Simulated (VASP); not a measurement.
# Bi in VASP: a series of runs

The runs below take Bi through single point, with PBE.

Everything below comes from runs of VASP 6.6.1. Logs are shortened: lines on timing, memory, paths and dates and some standing lists are left out, and cuts for length are marked.

### Step 1. The cell of the first run

The cell holds a slab with vacuum, 2 atoms: a = 4.419 Å, b = 4.419 Å, c = 28.000 Å, α = 90.00°, β = 90.00°, γ = 120.00°.

### Step 2. Single point, PBE

File INCAR:

```
SYSTEM = Bi
PREC = Accurate
ENCUT = 520
EDIFF = 1E-6
ISMEAR = 0
SIGMA = 0.02
LREAL = .FALSE.
LASPH = .TRUE.
NELM = 80
ALGO = Normal
ISIF = 2
LWAVE = .FALSE.
LCHARG = .FALSE.
LDIPOL = .TRUE.
IDIPOL = 3
DIPOL = 0.5 0.5 0.500
GGA = PE
NBANDS = 22
```

File KPOINTS:

```
Automatic mesh
0
G
  9 9 1
  0 0 0
```

File POSCAR:

```
Bi
1.0
    4.4190000000      0.0000000000      0.0000000000
   -2.2095000000      3.8269662593      0.0000000000
    0.0000000000      0.0000000000     28.0000000000
Bi
2
Direct
    0.3333333333      0.6666666667      0.5131964286
    0.6666666667      0.3333333333      0.4868035714
```

Potentials or basis: VASP PAW PBE potentials, release 64 (Bi_d).

Command:

```
$ cat potpaw_PBE.64/Bi_d/POTCAR > POTCAR
$ mpirun -np 1 vasp_std > vasp.out
```

OUTCAR:

```text
SYSTEM = Bi
   PREC = Accurate
   ENCUT = 520
   EDIFF = 1E-6
   ISMEAR = 0
   LREAL = .FALSE.
   LASPH = .TRUE.
   NELM = 80
   ISIF = 2
   GGA = PE

 ion  position               nearest neighbor table
   1  0.333  0.667  0.513-   2 2.66   2 2.66   2 2.66
   2  0.667  0.333  0.487-   1 2.66   1 2.66   1 2.66

  LATTYP: Found a hexagonal cell.
 ALAT       =     4.4190000000
 C/A-ratio  =     6.3362751754

  Lattice vectors:

 A1 = (   4.4190000000,   0.0000000000,   0.0000000000)
 A2 = (  -2.2095000000,   3.8269662593,   0.0000000000)
 A3 = (   0.0000000000,   0.0000000000,  28.0000000000)

Analysis of symmetry for initial positions (statically):
=====================================================================
 Subroutine PRICEL returns:
 Original cell was already a primitive cell.

 Routine SETGRP: Setting up the symmetry group for a
 hexagonal supercell.

 Subroutine GETGRP returns: Found 12 space group operations
 (whereof 12 operations were pure point group operations)
 out of a pool of 24 trial point group operations.

The static configuration has the point symmetry D_3d.

Analysis of symmetry for dynamics (positions and initial velocities):
=====================================================================
 Subroutine PRICEL returns:
 Original cell was already a primitive cell.

 Routine SETGRP: Setting up the symmetry group for a
 hexagonal supercell.

 Subroutine GETGRP returns: Found 12 space group operations
 (whereof 12 operations were pure point group operations)
 out of a pool of 24 trial point group operations.

The dynamic configuration has the point symmetry D_3d.

 Subroutine INISYM returns: Found 12 space group operations
 (whereof 12 operations are pure point group operations),
 and found     1 'primitive' translations

----------------------------------------------------------------------------------------

                                     Primitive cell

  volume of cell :     473.5182

  direct lattice vectors                    reciprocal lattice vectors
     4.419000000  0.000000000  0.000000000     0.226295542  0.130651792  0.000000000
    -2.209500000  3.826966259  0.000000000     0.000000000  0.261303584  0.000000000
     0.000000000  0.000000000 28.000000000     0.000000000  0.000000000  0.035714286

  length of vectors
     4.419000000  4.419000000 28.000000000     0.261303584  0.261303584  0.035714286

  position of ions in fractional coordinates (direct lattice)
     0.333333333  0.666666667  0.513196429
     0.666666667  0.333333333  0.486803571

  ion indices of the primitive-cell ions
   primitive index   ion index
                 1           1
                 2           2

----------------------------------------------------------------------------------------

 KPOINTS: Automatic mesh

Automatic generation of k-mesh.
 Grid dimensions read from file:
 generate k-points for:    9    9    1

 Generating k-lattice:

  Cartesian coordinates                     Fractional coordinates (reciprocal lattice)
     0.025143949  0.014516866  0.000000000     0.111111111  0.000000000  0.000000000
     0.000000000  0.029033732  0.000000000     0.000000000  0.111111111  0.000000000
     0.000000000  0.000000000  0.035714286     0.000000000  0.000000000  1.000000000

  Length of vectors
     0.029033732  0.029033732  0.035714286

  Shift w.r.t. Gamma in fractional coordinates (k-lattice)
     0.000000000  0.000000000  0.000000000

 Subroutine IBZKPT returns following result:
 ===========================================

 Found     12 irreducible k-points:

 Following reciprocal coordinates:
            Coordinates               Weight
  0.000000  0.000000  0.000000      1.000000
  0.111111  0.000000  0.000000      6.000000
  0.222222  0.000000  0.000000      6.000000
  0.333333  0.000000  0.000000      6.000000
  0.444444  0.000000  0.000000      6.000000
  0.111111  0.111111  0.000000      6.000000
  0.222222  0.111111  0.000000     12.000000
  0.333333  0.111111  0.000000     12.000000
  0.444444  0.111111  0.000000      6.000000
  0.222222  0.222222  0.000000      6.000000
  0.333333  0.222222  0.000000     12.000000
  0.333333  0.333333  0.000000      2.000000
   k-points           NKPTS =     12   k-points in BZ     NKDIM =     12   number of bands    NBANDS=     22
   number of dos      NEDOS =    301   number of ions     NIONS =      2
   total plane-waves  NPLWV = 272160
   dimension x,y,z NGX =    36 NGY =   36 NGZ =  210
   dimension x,y,z NGXF=    72 NGYF=   72 NGZF=  420
   ions per type =               2
   NGX,Y,Z   is equivalent  to a cutoff of  13.54, 13.54, 12.47 a.u.
   NGXF,Y,Z  is equivalent  to a cutoff of  27.09, 27.09, 24.94 a.u.
 SYSTEM =  Bi
   PREC   = accura    normal or accurate (medium, high low for compatibility)
   ISTART =      0    job   : 0-new  1-cont  2-samecut
   ICHARG =      2    charge: 1-file 2-atom 10-const
   ISPIN  =      1    spin polarized calculation?
   LNONCOLLINEAR =      F non collinear calculations
   LSORBIT =      F    spin-orbit coupling
   LASPH  =      T    aspherical Exc in radial PAW
   ENCUT  =  520.0 eV  38.22 Ry    6.18 a.u.   8.22  8.22 52.06*2*pi/ulx,y,z
   NELM   =     80;   NELMIN=  2; NELMDL= -5     # of ELM steps
   EDIFF  = 0.1E-05   stopping-criterion for ELM
   LREAL  =      F    real-space projection
   EDIFFG = 0.1E-04   stopping-criterion for IOM
   NSW    =      0    number of steps for IOM
   IBRION =     -1    ionic relax: 0-MD 1-quasi-New 2-CG
   NFREE  =      0    steps in history (QN), initial steepest desc. (CG)
   ISIF   =      2    stress and relaxation
   ISYM   =      2    0-nonsym 1-usesym 2-fastsym
   POTIM  = 0.5000    time-step for ionic-motion
   TEBEG  =    0.0;   TEEND  =   0.0 temperature during run
   PSTRESS=    0.0 pullay stress
   NELECT =      30.0000    total number of electrons
   NUPDOWN=      -1.0000    fix difference up-down
   EMIN   =  10.00;   EMAX   =-10.00  energy-range for DOS
   EFERMI =   0.00;   METHOD = LEGACY
   ISMEAR =     0;   SIGMA  =   0.02  broadening in eV -4-tet -1-fermi 0-gaus
   EFERMI_NEDOS =   21; number of points for ismear=-14 and -15
   IALGO  =     38    algorithm
   IMIX   =      4    mixing-type and parameters
     AMIX     =   0.40;   BMIX     =  1.00
     AMIX_MAG =   1.60;   BMIX_MAG =  1.00
  volume/ion in A,a.u.               =     236.76      1597.73
  Fermi-wavevector in a.u.,A,eV,Ry     =   0.652634  1.233299  5.795145  0.425931
  Thomas-Fermi vector in A             =   1.722617
   LORBIT       =      0    0 simple, 1 ext, 2 COOP (PROOUT), +10 PAW based schemes
   GGA     = PE    functional components
   LHFCALC =     F    Hartree Fock is set to
   AEXX    =    0.0000 exact exchange contribution
   IVDW    =     0    specifies the selected vdW correction
   LEPSILON=     F    determine dielectric tensor
   LRPA    =     F    only Hartree local field effects (RPA)
 non-spin polarized calculation
 Gauss-broadening in eV      SIGMA  =   0.02
  energy-cutoff  :      520.00
  volume of cell :      473.52
 maximum number of plane-waves:     12790
 NGX is ok and might be reduce to    36
   NGX = 17   NGY = 17   NGZ =105

 dipolmoment           0.000000      0.000000      0.000000 electrons x Angstroem

 number of electron      29.9999994 magnetization

 dipolmoment           0.000000      0.000000     -0.000000 electrons x Angstroem

 Free energy of the ion-electron system (eV)
  ---------------------------------------------------
  ext. energy  EPLUGINS =         0.00000000
  ---------------------------------------------------
  free energy    TOTEN  =        -4.94416176 eV

  energy without entropy =       -4.94249009  energy(sigma->0) =       -4.94332593

 E-fermi :  -2.3419     XC(G=0):  -1.7711

 val. band max:       -2.5549212223   @ k =   0.4444   0.0000   0.0000
 cond. band min:      -2.3418666079   @ k =   0.2222   0.1111   0.0000
 fundamental gap:      0.2130546143
 Fermi energy:        -2.3418666080

 k-point     1 :       0.0000    0.0000    0.0000
  band No.  band energies     occupation
      1     -26.0760      2.00000
      2     -26.0760      2.00000
      3     -25.8186      2.00000
      4     -25.8186      2.00000
      5     -25.6444      2.00000
      6     -25.3787      2.00000
[... 14 lines left out ...]
     21       1.6869      0.00000
     22       2.0324      0.00000

 k-point     2 :       0.1111    0.0000    0.0000
  band No.  band energies     occupation
      1     -26.0985      2.00000
      2     -26.0886      2.00000
      3     -25.7936      2.00000
      4     -25.7880      2.00000
      5     -25.6680      2.00000
      6     -25.3845      2.00000
[... 14 lines left out ...]
     21       1.8006      0.00000
     22       2.1564      0.00000

 k-point     3 :       0.2222    0.0000    0.0000
  band No.  band energies     occupation
      1     -26.1405      2.00000
      2     -26.1082      2.00000
      3     -25.7565      2.00000
      4     -25.7268      2.00000
      5     -25.7139      2.00000
      6     -25.4032      2.00000
[... 14 lines left out ...]
     21       2.1360      0.00000
     22       2.5224      0.00000

 k-point     4 :       0.3333    0.0000    0.0000
  band No.  band energies     occupation
      1     -26.1752      2.00000
      2     -26.1151      2.00000
      3     -25.8120      2.00000
      4     -25.6874      2.00000
      5     -25.6736      2.00000
      6     -25.4121      2.00000
[... 14 lines left out ...]
     21       2.7712      0.00000
     22       3.0909      0.00000

 k-point     5 :       0.4444    0.0000    0.0000
  band No.  band energies     occupation
      1     -26.1936      2.00000
      2     -26.1104      2.00000
      3     -25.8637      2.00000
      4     -25.6678      2.00000
      5     -25.6464      2.00000
      6     -25.4078      2.00000
[... 14 lines left out ...]
     21       3.4778      0.00000
     22       3.6470      0.00000

 k-point     6 :       0.1111    0.1111    0.0000
  band No.  band energies     occupation
      1     -26.1374      2.00000
      2     -26.0953      2.00000
      3     -25.7595      2.00000
      4     -25.7459      2.00000
      5     -25.7023      2.00000
      6     -25.4077      2.00000
[... 14 lines left out ...]
     21       2.0148      0.00000
     22       2.4020      0.00000

 k-point     7 :       0.2222    0.1111    0.0000
  band No.  band energies     occupation
      1     -26.1858      2.00000
      2     -26.0913      2.00000
      3     -25.7873      2.00000
      4     -25.6978      2.00000
      5     -25.6812      2.00000
      6     -25.4443      2.00000
[... 14 lines left out ...]
     21       2.5021      0.00000
     22       2.9040      0.00000

 k-point     8 :       0.3333    0.1111    0.0000
  band No.  band energies     occupation
      1     -26.2204      2.00000
      2     -26.0747      2.00000
      3     -25.8481      2.00000
      4     -25.6653      2.00000
      5     -25.6444      2.00000
      6     -25.4528      2.00000
[... 14 lines left out ...]
     21       3.2565      0.00000
     22       3.6345      0.00000

 k-point     9 :       0.4444    0.1111    0.0000
  band No.  band energies     occupation
      1     -26.2327      2.00000
      2     -26.0625      2.00000
      3     -25.8773      2.00000
      4     -25.6521      2.00000
      5     -25.6375      2.00000
      6     -25.4417      2.00000
[... 14 lines left out ...]
     21       3.8079      0.00000
     22       3.9968      0.00000

 k-point    10 :       0.2222    0.2222    0.0000
  band No.  band energies     occupation
      1     -26.2380      2.00000
      2     -26.0503      2.00000
      3     -25.8396      2.00000
      4     -25.6648      2.00000
      5     -25.6241      2.00000
      6     -25.5043      2.00000
[... 14 lines left out ...]
     21       3.1230      0.00000
     22       3.5556      0.00000

 k-point    11 :       0.3333    0.2222    0.0000
  band No.  band energies     occupation
      1     -26.2689      2.00000
      2     -26.0052      2.00000
      3     -25.8881      2.00000
      4     -25.6341      2.00000
      5     -25.6041      2.00000
      6     -25.5204      2.00000
[... 14 lines left out ...]
     21       3.6816      0.00000
     22       4.0007      0.00000

 k-point    12 :       0.3333    0.3333    0.0000
  band No.  band energies     occupation
      1     -26.2875      2.00000
      2     -25.9391      2.00000
      3     -25.9391      2.00000
      4     -25.5998      2.00000
      5     -25.5763      2.00000
      6     -25.5763      2.00000
[... 14 lines left out ...]
     21       3.2492      0.00000
     22       4.3671      0.00000

------------------------ aborting loop because EDIFF is reached ----------------------------------------

 vacuum level on the upper side and lower side of the slab       (xc-potential included)        -0.006        -0.006

  FORCE on cell =-STRESS in cart. coord.  units (eV):
  Direction    XX          YY          ZZ          XY          YZ          ZX
  --------------------------------------------------------------------------------------
  -------------------------------------------------------------------------------------
  Total       13.5861695     13.5861695      2.5773743      0.0000000      0.0000000      0.0000000
  in kB       45.9696233     45.9696233      8.7207012      0.0000000      0.0000000      0.0000000
  external PRESSURE =      33.5533159 kB  Pullay stress =       0.0000000 kB

 VOLUME and BASIS-vectors are now :
 -----------------------------------------------------------------------------
  energy-cutoff  :      520.00
  volume of cell :      473.52
      direct lattice vectors                 reciprocal lattice vectors
     4.419000000  0.000000000  0.000000000     0.226295542  0.130651792  0.000000000
    -2.209500000  3.826966259  0.000000000     0.000000000  0.261303584  0.000000000
     0.000000000  0.000000000 28.000000000     0.000000000  0.000000000  0.035714286

 POSITION                                       TOTAL-FORCE (eV/Angst)
 -----------------------------------------------------------------------------------
     -0.00000      2.55131     14.36950         0.000000      0.000000      3.531713
      2.20950      1.27566     13.63050        -0.000000      0.000000     -3.531713
 -----------------------------------------------------------------------------------
    total drift:                               -0.000000      0.000000     -0.000000

  FREE ENERGIE OF THE ION-ELECTRON SYSTEM (eV)
  ---------------------------------------------------
  free  energy   TOTEN  =        -4.9441617620 eV

  energy  without entropy=       -4.9424900891  energy(sigma->0) =       -4.94332593

 vacuum level on the upper side and lower side of the slab         1.568         1.568
```

It took 2.1 min on 1 thread of Intel Xeon 6975P-C (Granite Rapids), shared host; peak memory 0.59 GiB.

Results:

```
Free energy            : -4.9442 eV
Largest force          : 3.532 eV/Å
Band gap on the k mesh : zero (band 15 reaches -2.34 eV, above the bottom of band 16 at -2.55 eV)
```

Forces on the atoms (eV/Å):
```
Bi   0.000  0.000  3.532
Bi   0.000  0.000 -3.532
```

Levels at points of the mesh, in eV from the Fermi level:
| k point | band 11 | band 12 | band 13 | band 14 | band 15 | band 16 | band 17 | band 18 | band 19 | band 20 |
| --- | --- | --- | --- | --- | --- | --- | --- | --- | --- | --- |
| (0.00, 0.00, 0.00) | -14.51 | -6.94 | -2.39 | -2.31 | -2.31 | 1.16 | 2.07 | 2.07 | 3.57 | 3.74 |

Caveat: spin-orbit coupling is left out, which moves the levels of the heavy elements.

(Part 1 of 2 ends here.)
